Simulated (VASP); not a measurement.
# Cl (P6/mmm) in VASP: notebook

Runs on Cl. Level: PBE. Tasks: single point.

Program: VASP 6.6.1. These are calculated values, not measurements. Logs are shortened: lines on timing, memory, paths and dates and some standing lists are left out, and cuts for length are marked.

## (1) The cell of the first run

Symmetry: P6/mmm, No. 191, hexagonal system. The conventional cell has a = 3.822 Å, b = 3.822 Å, c = 2.308 Å, α = 90.00°, β = 90.00°, γ = 120.00°. Cl (site symmetry 6/mmm) has 2 Cl at 2.31 Å within 3.1 Å.

## (2) Single point, PBE

The input, INCAR:

```
SYSTEM = Cl
ALGO = Normal
EDIFF = 1E-6
ENCUT = 520
GGA = PE
ISIF = 2
ISMEAR = -1
LASPH = .TRUE.
LCHARG = .FALSE.
LREAL = .FALSE.
LWAVE = .FALSE.
NBANDS = 10
NELM = 60
PREC = Accurate
SIGMA = 0.1
```

The input, KPOINTS:

```
k-points
0
G
  14 14 13
  0 0 0
```

The input, POSCAR:

```
Cl
1.0
    3.8223296777      0.0000000000      0.0000000000
   -1.9111648388      3.3102346025      0.0000000000
    0.0000000000      0.0000000000      2.3082417381
Cl
1
Direct
    0.0000000000      0.0000000000      0.0000000000
```

Potentials or basis: VASP PAW PBE potentials, release 64 (Cl).

On the command line:

```
cat potpaw_PBE.64/Cl/POTCAR > POTCAR
mpirun -np 1 vasp_std > vasp.out
```

OUTCAR:

```text
SYSTEM = Cl
   EDIFF = 1E-6
   ENCUT = 520
   GGA = PE
   ISIF = 2
   ISMEAR = -1
   LASPH = .TRUE.
   LREAL = .FALSE.
   NELM = 60
   PREC = Accurate

 ion  position               nearest neighbor table
   1  0.000  0.000  0.000-

  LATTYP: Found a hexagonal cell.
 ALAT       =     3.8223296777
 C/A-ratio  =     0.6038834775

  Lattice vectors:

 A1 = (   3.8223296777,   0.0000000000,   0.0000000000)
 A2 = (  -1.9111648388,   3.3102346025,   0.0000000000)
 A3 = (   0.0000000000,   0.0000000000,   2.3082417381)

Analysis of symmetry for initial positions (statically):
=====================================================================
 Subroutine PRICEL returns:
 Original cell was already a primitive cell.

 Routine SETGRP: Setting up the symmetry group for a
 hexagonal supercell.

 Subroutine GETGRP returns: Found 24 space group operations
 (whereof 24 operations were pure point group operations)
 out of a pool of 24 trial point group operations.

The static configuration has the point symmetry D_6h.

Analysis of symmetry for dynamics (positions and initial velocities):
=====================================================================
 Subroutine PRICEL returns:
 Original cell was already a primitive cell.

 Routine SETGRP: Setting up the symmetry group for a
 hexagonal supercell.

 Subroutine GETGRP returns: Found 24 space group operations
 (whereof 24 operations were pure point group operations)
 out of a pool of 24 trial point group operations.

The dynamic configuration has the point symmetry D_6h.

 Subroutine INISYM returns: Found 24 space group operations
 (whereof 24 operations are pure point group operations),
 and found     1 'primitive' translations

----------------------------------------------------------------------------------------

                                     Primitive cell

  volume of cell :      29.2057

  direct lattice vectors                    reciprocal lattice vectors
     3.822329678  0.000000000  0.000000000     0.261620552  0.151046696  0.000000000
    -1.911164839  3.310234603  0.000000000     0.000000000  0.302093392  0.000000000
     0.000000000  0.000000000  2.308241738     0.000000000  0.000000000  0.433230187

  length of vectors
     3.822329678  3.822329678  2.308241738     0.302093392  0.302093392  0.433230187

  position of ions in fractional coordinates (direct lattice)
     0.000000000  0.000000000  0.000000000

  ion indices of the primitive-cell ions
   primitive index   ion index
                 1           1

----------------------------------------------------------------------------------------

 KPOINTS: k-points

Automatic generation of k-mesh.
 Grid dimensions read from file:
 generate k-points for:   14   14   13

 Generating k-lattice:

  Cartesian coordinates                     Fractional coordinates (reciprocal lattice)
     0.018687182  0.010789050  0.000000000     0.071428571  0.000000000  0.000000000
     0.000000000  0.021578099  0.000000000     0.000000000  0.071428571  0.000000000
     0.000000000  0.000000000  0.033325399     0.000000000  0.000000000  0.076923077

  Length of vectors
     0.021578099  0.021578099  0.033325399

  Shift w.r.t. Gamma in fractional coordinates (k-lattice)
     0.000000000  0.000000000  0.000000000

 Subroutine IBZKPT returns following result:
 ===========================================

 Found    168 irreducible k-points:

 Following reciprocal coordinates:
            Coordinates               Weight
  0.000000  0.000000  0.000000      1.000000
  0.071429  0.000000  0.000000      6.000000
  0.142857  0.000000  0.000000      6.000000
  0.214286  0.000000  0.000000      6.000000
  0.285714  0.000000  0.000000      6.000000
  0.357143  0.000000  0.000000      6.000000
[... 16 lines left out ...]
  0.285714  0.285714  0.000000      6.000000
  0.357143  0.285714  0.000000      6.000000
 [... further k-points ...]
   k-points           NKPTS =    168   k-points in BZ     NKDIM =    168   number of bands    NBANDS=     10
   number of dos      NEDOS =    301   number of ions     NIONS =      1
   total plane-waves  NPLWV =  14112
   dimension x,y,z NGX =    28 NGY =   28 NGZ =   18
   dimension x,y,z NGXF=    56 NGYF=   56 NGZF=   36
   ions per type =               1
   NGX,Y,Z   is equivalent  to a cutoff of  12.18, 12.18, 12.96 a.u.
   NGXF,Y,Z  is equivalent  to a cutoff of  24.36, 24.36, 25.93 a.u.
 SYSTEM =  Cl
   PREC   = accura    normal or accurate (medium, high low for compatibility)
   ISTART =      0    job   : 0-new  1-cont  2-samecut
   ICHARG =      2    charge: 1-file 2-atom 10-const
   ISPIN  =      1    spin polarized calculation?
   LNONCOLLINEAR =      F non collinear calculations
   LSORBIT =      F    spin-orbit coupling
   LASPH  =      T    aspherical Exc in radial PAW
   ENCUT  =  520.0 eV  38.22 Ry    6.18 a.u.   7.11  7.11  4.29*2*pi/ulx,y,z
   NELM   =     60;   NELMIN=  2; NELMDL= -5     # of ELM steps
   EDIFF  = 0.1E-05   stopping-criterion for ELM
   LREAL  =      F    real-space projection
   EDIFFG = 0.1E-04   stopping-criterion for IOM
   NSW    =      0    number of steps for IOM
   IBRION =     -1    ionic relax: 0-MD 1-quasi-New 2-CG
   NFREE  =      0    steps in history (QN), initial steepest desc. (CG)
   ISIF   =      2    stress and relaxation
   ISYM   =      2    0-nonsym 1-usesym 2-fastsym
   POTIM  = 0.5000    time-step for ionic-motion
   TEBEG  =    0.0;   TEEND  =   0.0 temperature during run
   PSTRESS=    0.0 pullay stress
   NELECT =       7.0000    total number of electrons
   NUPDOWN=      -1.0000    fix difference up-down
   EMIN   =  10.00;   EMAX   =-10.00  energy-range for DOS
   EFERMI =   0.00;   METHOD = LEGACY
   ISMEAR =    -1;   SIGMA  =   0.10  broadening in eV -4-tet -1-fermi 0-gaus
   EFERMI_NEDOS =   21; number of points for ismear=-14 and -15
   IALGO  =     38    algorithm
   IMIX   =      4    mixing-type and parameters
     AMIX     =   0.40;   BMIX     =  1.00
     AMIX_MAG =   1.60;   BMIX_MAG =  1.00
  volume/ion in A,a.u.               =      29.21       197.09
  Fermi-wavevector in a.u.,A,eV,Ry     =   1.016915  1.921691 14.070012  1.034117
  Thomas-Fermi vector in A             =   2.150286
   LORBIT       =      0    0 simple, 1 ext, 2 COOP (PROOUT), +10 PAW based schemes
   GGA     = PE    functional components
   LHFCALC =     F    Hartree Fock is set to
   AEXX    =    0.0000 exact exchange contribution
   IVDW    =     0    specifies the selected vdW correction
   LEPSILON=     F    determine dielectric tensor
   LRPA    =     F    only Hartree local field effects (RPA)
 non-spin polarized calculation
  energy-cutoff  :      520.00
  volume of cell :       29.21
 maximum number of plane-waves:       799
   NGX = 15   NGY = 15   NGZ =  9

 number of electron       7.0000003 magnetization

 Free energy of the ion-electron system (eV)
  ---------------------------------------------------
  ext. energy  EPLUGINS =         0.00000000
  ---------------------------------------------------
  free energy    TOTEN  =        -1.67878331 eV

  energy without entropy =       -1.65117493  energy(sigma->0) =       -1.66497912

 E-fermi :  -0.6796     XC(G=0):  -7.6779

 val. band max:       -0.6885151629   @ k =   0.2857   0.1429   0.4615
 cond. band min:      -0.6562052901   @ k =   0.4286   0.0714   0.4615
 fundamental gap:      0.0323098728
 Fermi energy:        -0.6796114900

 k-point     1 :       0.0000    0.0000    0.0000
  band No.  band energies     occupation
      1     -16.6526      2.00000
      2      -2.8806      2.00000
      3      -2.8806      2.00000
      4       3.9484      0.00000
      5       5.2801      0.00000
      6      10.4949      0.00000
      7      10.4949      0.00000
      8      13.9054      0.00000
      9      15.0788      0.00000
     10      23.2467      0.00000

 k-point     2 :       0.0714    0.0000    0.0000
  band No.  band energies     occupation
      1     -16.6434      2.00000
      2      -2.9695      2.00000
      3      -2.8973      2.00000
      4       3.9510      0.00000
      5       5.4472      0.00000
      6      10.2644      0.00000
      7      10.6202      0.00000
      8      13.9093      0.00000
      9      15.5060      0.00000
     10      23.2314      0.00000

 k-point     3 :       0.1429    0.0000    0.0000
  band No.  band energies     occupation
      1     -16.6172      2.00000
      2      -3.2060      2.00000
      3      -2.9434      2.00000
      4       3.9583      0.00000
      5       5.9016      0.00000
      6       9.7828      0.00000
      7      10.9905      0.00000
      8      13.9168      0.00000
      9      16.5881      0.00000
     10      23.0419      0.00000

 k-point     4 :       0.2143    0.0000    0.0000
  band No.  band energies     occupation
      1     -16.5790      2.00000
      2      -3.5203      2.00000
      3      -3.0085      2.00000
      4       3.9687      0.00000
      5       6.5023      0.00000
      6       9.3775      0.00000
      7      11.5896      0.00000
      8      13.9140      0.00000
      9      18.0437      0.00000
     10      21.9045      0.00000
[... 222 lines left out ...]
 k-point    22 :       0.3571    0.2143    0.0000
  band No.  band energies     occupation
      1     -16.4435      2.00000
      2      -4.1539      2.00000
      3      -3.5907      2.00000
      4       4.0048      0.00000
      5       8.2876      0.00000
      6       9.9312      0.00000
      7      12.8168      0.00000
      8      15.7047      0.00000
      9      16.2994      0.00000
     10      18.7528      0.00000

 k-point    23 :       0.2857    0.2857    0.0000
  band No.  band energies     occupation
      1     -16.4413      2.00000
      2      -4.0751      2.00000
      3      -3.7014      2.00000
      4       4.0054      0.00000
      5       8.9064      0.00000
      6       9.3243      0.00000
      7      12.7292      0.00000
      8      15.5908      0.00000
      9      16.5096      0.00000
     10      18.8513      0.00000

 k-point    24 :       0.3571    0.2857    0.0000
  band No.  band energies     occupation
      1     -16.4351      2.00000
      2      -4.0271      2.00000
      3      -3.8071      2.00000
      4       4.0071      0.00000
      5       8.9713      0.00000
      6       9.5926      0.00000
      7      12.3856      0.00000
      8      15.5150      0.00000
      9      17.1783      0.00000
     10      18.2120      0.00000

 [... further k-points ...]
[... 5 lines left out ...]
  --------------------------------------------------------------------------------------
  -------------------------------------------------------------------------------------
  Total        0.0255505      0.0255505     -0.0073771      0.0000000     -0.0000000      0.0000000
  in kB        1.4016550      1.4016550     -0.4046969      0.0000000     -0.0000000      0.0000000
  external PRESSURE =       0.7995377 kB  Pullay stress =       0.0000000 kB

 VOLUME and BASIS-vectors are now :
 -----------------------------------------------------------------------------
  energy-cutoff  :      520.00
  volume of cell :       29.21
      direct lattice vectors                 reciprocal lattice vectors
     3.822329678  0.000000000  0.000000000     0.261620552  0.151046696  0.000000000
    -1.911164839  3.310234603  0.000000000     0.000000000  0.302093392  0.000000000
     0.000000000  0.000000000  2.308241738     0.000000000  0.000000000  0.433230187

 POSITION                                       TOTAL-FORCE (eV/Angst)
 -----------------------------------------------------------------------------------
      0.00000      0.00000      0.00000         0.000000      0.000000      0.000000
 -----------------------------------------------------------------------------------
    total drift:                                0.000000      0.000000      0.000000

  FREE ENERGIE OF THE ION-ELECTRON SYSTEM (eV)
  ---------------------------------------------------
  free  energy   TOTEN  =        -1.6787833131 eV

  energy  without entropy=       -1.6511749335  energy(sigma->0) =       -1.66497912
```

Wall time 22 s (1 thread of Intel Xeon 6975P-C (Granite Rapids), shared host); peak memory 0.15 GiB.

Results:

- Free energy: -1.6788 eV
- Pressure: 0.1 GPa
- Band gap on the k mesh: zero (an odd number of electrons rules out a gap without spin polarisation)

Caveat: an odd number of electrons without spin polarisation forces a metal; a magnetic or distorted state may lie lower.

## (3) Single point, PBE (29.21 Å³/atom)

The input, INCAR:

```
ALGO = Normal
EDIFF = 1E-6
ENCUT = 520
GGA = PE
ISIF = 2
ISMEAR = -1
LASPH = True
LCHARG = True
LELF = True
LREAL = False
LVHAR = True
LWAVE = False
NBANDS = 10
NELM = 60
PREC = Accurate
SIGMA = 0.1
```

The input, KPOINTS:

```
k-points
0
Gamma
  14 14 13
```

POSCAR is that of step 2.

Potentials or basis: VASP PAW PBE potentials, release 64 (Cl).

On the command line:

```
cat potpaw_PBE.64/Cl/POTCAR > POTCAR
mpirun -np 1 vasp_std > vasp.out
```

Wall time 27 s (1 thread of Intel Xeon 6975P-C (Granite Rapids), shared host); peak memory 0.16 GiB.

Results (log left out):

```yaml
Free_energy: -1.6788 eV
Pressure: 0.1 GPa
Band_gap_on_the_k_mesh: zero (an odd number of electrons rules out a gap without spin polarisation)
```

Stress tensor (GPa, compression positive):
```
 0.14  0.00  0.00
 0.00  0.14  0.00
 0.00  0.00 -0.04
```

Levels at points of the mesh, in eV from the Fermi level:
```
           k point  band 1  band 2  band 3  band 4  band 5  band 6
(0.00, 0.00, 0.00)  -15.97   -2.20   -2.20    4.63    5.96   11.17
(0.50, 0.00, 0.00)  -15.78   -3.66   -2.52    4.68    7.72   11.74
```

Caveat: an odd number of electrons without spin polarisation forces a metal; a magnetic or distorted state may lie lower.

## (4) Single point, PBE

This run uses another cell than the first one, of 30.74 Å³/atom.

The input, INCAR:

```
  PREC = Accurate
  ENCUT = 520
  EDIFF = 1E-6
  ISMEAR = -1
  SIGMA = 0.1
  LREAL = False
  LASPH = True
  NELM = 80
  ALGO = Normal
  ISIF = 2
  LWAVE = False
  LCHARG = False
  GGA = PE
  NBANDS = 10
```

The input, KPOINTS:

```
regular mesh
0
Gamma
  14 14 13
```

The input, POSCAR:

```
Cl
1.0
    3.9200280163      0.0000000000      0.0000000000
   -1.9600140081      3.3948438457      0.0000000000
    0.0000000000      0.0000000000      2.3101257844
Cl
1
Direct
    0.0000000000      0.0000000000      0.0000000000
```

On the command line:

```
cat potpaw_PBE.64/Cl/POTCAR > POTCAR
mpirun -np 1 vasp_std > vasp.out
```

Wall time 31 s (1 thread of Intel Xeon 6975P-C (Granite Rapids), shared host); peak memory 0.16 GiB.

It converged, with:

```yaml
Free_energy: -1.6797 eV
Pressure: -0.1 GPa
Band_gap_on_the_k_mesh: zero (an odd number of electrons rules out a gap without spin polarisation)
```

Stress tensor (GPa, compression positive):
```
-0.05  0.00  0.00
 0.00 -0.05  0.00
 0.00  0.00 -0.24
```

Levels at points of the mesh, in eV from the Fermi level:
| k point | band 1 | band 2 | band 3 | band 4 | band 5 | band 6 | band 7 | band 8 |
| --- | --- | --- | --- | --- | --- | --- | --- | --- |
| (0.00, 0.00, 0.00) | -15.90 | -2.26 | -2.26 | 4.65 | 5.89 | 11.05 | 11.05 | 14.61 |
| (0.50, 0.00, 0.00) | -15.74 | -3.52 | -2.53 | 4.69 | 7.72 | 11.30 | 13.88 | 15.26 |

Caveat: an odd number of electrons without spin polarisation forces a metal; a magnetic or distorted state may lie lower.

[end of part 1 of 2]

The gap in the log of VASP goes by the Fermi energy; the results here count the filled bands.